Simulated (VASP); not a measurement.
# Mo3H in VASP: further runs, part 2 of 2

VASP 6.6.1. The steps go on from the part before.

## (4) Single point, PBE, collinear spin

The input, INCAR:

```
  PREC = Accurate
  ENCUT = 520
  EDIFF = 1E-6
  ISMEAR = 0
  SIGMA = 0.1
  LREAL = F
  LASPH = T
  NELM = 150
  ALGO = Normal
  ISIF = 2
  LWAVE = F
  LCHARG = F
  ISPIN = 2
  MAGMOM = 0 0 0 1
  LORBIT = 11
  LMAXMIX = 4
  LDIPOL = T
  IDIPOL = 3
  DIPOL = 0.5 0.5 0.333
  GGA = PE
  NBANDS = 34
```

The input, KPOINTS:

```
Automatic mesh
0
Gamma
  10 10 1
```

The input, POSCAR:

```
Mo3H
1.0
    2.7370454666      0.0000000000      0.0000000000
   -0.9123484889      2.5805112132      0.0000000000
    0.0000000000      0.0000000000     21.3082440588
Mo H
3 1
Direct
    0.5000000000      0.5000000000      0.1877207708
    0.0000000000      0.0000000000      0.2888166433
    0.5000000000      0.5000000000      0.3899074948
    1.0000000000      1.0000000000      0.4668730108
```

Potentials or basis: VASP PAW PBE potentials, release 64 (Mo_sv, H).

Launch:

```console
cat potpaw_PBE.64/Mo_sv/POTCAR potpaw_PBE.64/H/POTCAR > POTCAR
mpirun -np 1 vasp_std > vasp.out
```

OUTCAR:

```text
PREC = Accurate
   ENCUT = 520
   EDIFF = 1E-6
   ISMEAR = 0
   LREAL = F
   LASPH = T
   NELM = 150
   ISIF = 2
   ISPIN = 2
   LORBIT = 11
   GGA = PE

 ion  position               nearest neighbor table
   1  0.500  0.500  0.188-   2 2.67   2 2.67   2 3.10   2 3.10
   2  0.000  0.000  0.289-   3 2.67   3 2.67   1 2.67   1 2.67   3 3.10   3 3.10   1 3.10   1 3.10

   3  0.500  0.500  0.390-   2 2.67   2 2.67   2 3.10   2 3.10
   4  0.000  0.000  0.467-

  LATTYP: Found a base centered orthorhombic cell.
 ALAT       =     3.1604678739
 B/A-ratio  =     1.4142135624
 C/A-ratio  =     6.7421169615

  Lattice vectors:

 A1 = (   2.7370454666,   0.0000000000,   0.0000000000)
 A2 = (  -0.9123484889,   2.5805112132,   0.0000000000)
 A3 = (   0.0000000000,   0.0000000000,  21.3082440588)

Analysis of symmetry for initial positions (statically):
=====================================================================
 Subroutine PRICEL returns:
 Original cell was already a primitive cell.

 Routine SETGRP: Setting up the symmetry group for a
 base centered orthorhombic supercell.

 Subroutine GETGRP returns: Found  4 space group operations
 (whereof  4 operations were pure point group operations)
 out of a pool of  8 trial point group operations.

The static configuration has the point symmetry C_2v.

Analysis of symmetry for dynamics (positions and initial velocities):
=====================================================================
 Subroutine PRICEL returns:
 Original cell was already a primitive cell.

 Routine SETGRP: Setting up the symmetry group for a
 base centered orthorhombic supercell.

 Subroutine GETGRP returns: Found  4 space group operations
 (whereof  4 operations were pure point group operations)
 out of a pool of  8 trial point group operations.

The dynamic configuration has the point symmetry C_2v.

Analysis of structural, dynamic, and magnetic symmetry:
=====================================================================
 Subroutine PRICEL returns:
 Original cell was already a primitive cell.

 Routine SETGRP: Setting up the symmetry group for a
 base centered orthorhombic supercell.

 Subroutine GETGRP returns: Found  4 space group operations
 (whereof  4 operations were pure point group operations)
 out of a pool of  8 trial point group operations.

The overall configuration has the point symmetry C_2v.

 Subroutine INISYM returns: Found  4 space group operations
 (whereof  4 operations are pure point group operations),
 and found     1 'primitive' translations

----------------------------------------------------------------------------------------

                                     Primitive cell

  volume of cell :     150.4996

  direct lattice vectors                    reciprocal lattice vectors
     2.737045467  0.000000000  0.000000000     0.365357467  0.129173371  0.000000000
    -0.912348489  2.580511213  0.000000000     0.000000000  0.387520114  0.000000000
     0.000000000  0.000000000 21.308244059     0.000000000  0.000000000  0.046930193

  length of vectors
     2.737045467  2.737045467 21.308244059     0.387520114  0.387520114  0.046930193

  position of ions in fractional coordinates (direct lattice)
     0.500000000  0.500000000  0.187720771
     0.000000000  0.000000000  0.288816643
     0.500000000  0.500000000  0.389907495
     0.000000000  0.000000000  0.466873011

[... 88 lines left out ...]
   PSTRESS=    0.0 pullay stress
   NELECT =      43.0000    total number of electrons
   NUPDOWN=      -1.0000    fix difference up-down
   EMIN   =  10.00;   EMAX   =-10.00  energy-range for DOS
   EFERMI =   0.00;   METHOD = LEGACY
   ISMEAR =     0;   SIGMA  =   0.10  broadening in eV -4-tet -1-fermi 0-gaus
   EFERMI_NEDOS =   21; number of points for ismear=-14 and -15
   IALGO  =     38    algorithm
   IMIX   =      4    mixing-type and parameters
     AMIX     =   0.40;   BMIX     =  1.00
     AMIX_MAG =   1.60;   BMIX_MAG =  1.00
  volume/ion in A,a.u.               =      37.62       253.91
  Fermi-wavevector in a.u.,A,eV,Ry     =   1.078249  2.037596 15.818426  1.162621
  Thomas-Fermi vector in A             =   2.214183
   LORBIT       =     11    0 simple, 1 ext, 2 COOP (PROOUT), +10 PAW based schemes
   GGA     = PE    functional components
   LHFCALC =     F    Hartree Fock is set to
   AEXX    =    0.0000 exact exchange contribution
   IVDW    =     0    specifies the selected vdW correction
   LEPSILON=     F    determine dielectric tensor
   LRPA    =     F    only Hartree local field effects (RPA)
 spin polarized calculation
 Gauss-broadening in eV      SIGMA  =   0.10
  energy-cutoff  :      520.00
  volume of cell :      150.50
 maximum number of plane-waves:      4094
   NGX = 11   NGY = 11   NGZ = 79

 dipolmoment           0.000000      0.000000     -0.002292 electrons x Angstroem

 number of electron      42.9999994 magnetization       0.0034316

 number of electron      42.9999994 magnetization      -0.0000588

 dipolmoment           0.000000      0.000000      0.020605 electrons x Angstroem

 Free energy of the ion-electron system (eV)
  ---------------------------------------------------
  ext. energy  EPLUGINS =         0.00000000
  ---------------------------------------------------
  free energy    TOTEN  =       -33.57531117 eV

  energy without entropy =      -33.55409897  energy(sigma->0) =      -33.56470507

 E-fermi :   0.8303     XC(G=0):  -5.3535

 val. band max:        0.8294780134   @ k =   0.1000   0.1000   0.0000
 cond. band min:       0.8466969536   @ k =  -0.3000   0.2000   0.0000
 fundamental gap:      0.0172189403
 Fermi energy:         0.8302543096

 spin component 1

 k-point     1 :       0.0000    0.0000    0.0000
  band No.  band energies     occupation
      1     -60.5096      1.00000
      2     -60.3523      1.00000
      3     -60.1512      1.00000
      4     -35.0356      1.00000
      5     -34.4550      1.00000
      6     -34.2255      1.00000
[... 853 lines left out ...]
     32       9.3325      0.00000
     33       9.5137      0.00000

 [... further k-points ...]

 spin component 2

 k-point     1 :       0.0000    0.0000    0.0000
  band No.  band energies     occupation
      1     -60.5096      1.00000
      2     -60.3523      1.00000
      3     -60.1512      1.00000
      4     -35.0356      1.00000
      5     -34.4551      1.00000
      6     -34.2255      1.00000
[... 853 lines left out ...]
     32       9.3324      0.00000
     33       9.5136      0.00000

 [... further k-points ...]

 [bands above 33 left out]

------------------------ aborting loop because EDIFF is reached ----------------------------------------

 vacuum level on the upper side and lower side of the slab       (xc-potential included)         0.180        -0.295

  FORCE on cell =-STRESS in cart. coord.  units (eV):
  Direction    XX          YY          ZZ          XY          YZ          ZX
  --------------------------------------------------------------------------------------
  -------------------------------------------------------------------------------------
  Total       -2.3715604     -2.9742418     -2.3295042     -0.8523201      0.0000000      0.0000000
  in kB      -25.2469753    -31.6629539    -24.7992558     -9.0735640      0.0000000      0.0000000
  external PRESSURE =     -27.2363950 kB  Pullay stress =       0.0000000 kB

 VOLUME and BASIS-vectors are now :
 -----------------------------------------------------------------------------
  energy-cutoff  :      520.00
  volume of cell :      150.50
      direct lattice vectors                 reciprocal lattice vectors
     2.737045467  0.000000000  0.000000000     0.365357467  0.129173371  0.000000000
    -0.912348489  2.580511213  0.000000000     0.000000000  0.387520114  0.000000000
     0.000000000  0.000000000 21.308244059     0.000000000  0.000000000  0.046930193

 POSITION                                       TOTAL-FORCE (eV/Angst)
 -----------------------------------------------------------------------------------
      0.91235      1.29026      4.00000        -0.000000      0.000000      0.117758
      0.00000      0.00000      6.15418        -0.000000      0.000000     -0.473835
      0.91235      1.29026      8.30824         0.000000      0.000000      2.073560
      0.00000      0.00000      9.94824        -0.000000      0.000000     -1.717484
 -----------------------------------------------------------------------------------
    total drift:                                0.000000      0.000000      0.000225

  FREE ENERGIE OF THE ION-ELECTRON SYSTEM (eV)
  ---------------------------------------------------
  free  energy   TOTEN  =       -33.5753111731 eV

  energy  without entropy=      -33.5540989743  energy(sigma->0) =      -33.56470507

 vacuum level on the upper side and lower side of the slab         5.991         5.457

 total charge

# of ion       s       p       d       tot
------------------------------------------
    1        2.373   6.132   3.909  12.414
    2        2.383   6.212   3.955  12.550
    3        2.337   6.156   3.889  12.382
    4        0.425   0.006   0.000   0.430
--------------------------------------------------
tot          7.519  18.505  11.753  37.777

 magnetization (x)

# of ion       s       p       d       tot
------------------------------------------
    1       -0.000  -0.000  -0.000  -0.000
    2       -0.000  -0.000  -0.000  -0.000
    3       -0.000   0.000   0.000   0.000
    4        0.000  -0.000   0.000   0.000
--------------------------------------------------
tot         -0.000  -0.000  -0.000  -0.000
```

It took 5.6 min on 1 thread of AMD EPYC 9R45 (Zen 5), shared host; peak memory 0.39 GiB.

What came out:

| Item | Value |
| --- | --- |
| Free energy | -33.5753 eV |
| Largest force | 2.074 eV/Å |
| Net moment | 0.00 μB per cell |
| Valence electrons inside the program's atomic spheres | Mo 12.41, 12.55, 12.38; H 0.43 |

Forces on the atoms (eV/Å):
```
Mo   0.000  0.000  0.118
Mo   0.000  0.000 -0.474
Mo   0.000  0.000  2.074
H    0.000  0.000 -1.717
```

## (5) Overview

```csv
cell,gap on the mesh (eV),moment (μB),largest force (eV/Å)
"as given, atomic positions A",none,0.33,2.03
"as given, atomic positions B",none,0.00,0.74
"as given, atomic positions C",none,0.00,2.07
```

Alike in all rows: task single point; level PBE; potentials or basis VASP PAW PBE potentials, release 64 (Mo_sv, H); spin collinear; k mesh 10 × 10 × 1; cutoff (eV) 520; smearing gaussian 0.1 eV.

Caveats: a moment this small can come from the mesh or the smearing (at least some runs).

Absolute energies hang on the potentials; compare differences alone.

The gap in the log of VASP goes by the Fermi energy; the results here count the filled bands.